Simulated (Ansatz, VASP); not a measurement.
# One calculation of Si2BN, two programs

```xyz
4
Lattice="3.0450 0.0000 0.0000 0.0000 3.0450 0.0000 0.0000 0.0000 4.0248" Properties=species:S:1:pos:R:3 pbc="T T T"
Si    1.5225    1.5225    2.0124
Si    0.0000    0.0000    0.0000
B     0.0000    0.0000    2.0124
N     1.5225    1.5225    0.0000
```

Alike in both runs: task relaxation of cell and atoms; functional PBE; k mesh 6 × 6 × 4; occupations gaussian, width 0.1 eV; no spin polarisation.

|  | VASP | Ansatz |
| --- | --- | --- |
| version | VASP 6.6.1 | Ansatz 0.2.0 |
| potentials or method | VASP PAW PBE potentials, release 64 (Si, B, N), cutoff 600 eV | scalar-relativistic, plane waves, PAW |
| valence electrons in the cell | 16 | 16 |

Ansatz gave:

- gap on the k mesh at the Fermi level, each at its own relaxed structure (eV): none
- relaxed volume (Å³/atom): 9.31
- relaxed cell length with the largest relative difference (Å): 4.155

Problem. Which values does VASP return?

Solution. gap on the k mesh at the Fermi level, each at its own relaxed structure (eV): none; relaxed volume (Å³/atom): 9.31; relaxed cell length with the largest relative difference (Å): 4.159.

A gap of «none» marks a metal or a gap that the smearing closes.

The k mesh is coarse, so the values compare programs but aren't converged.
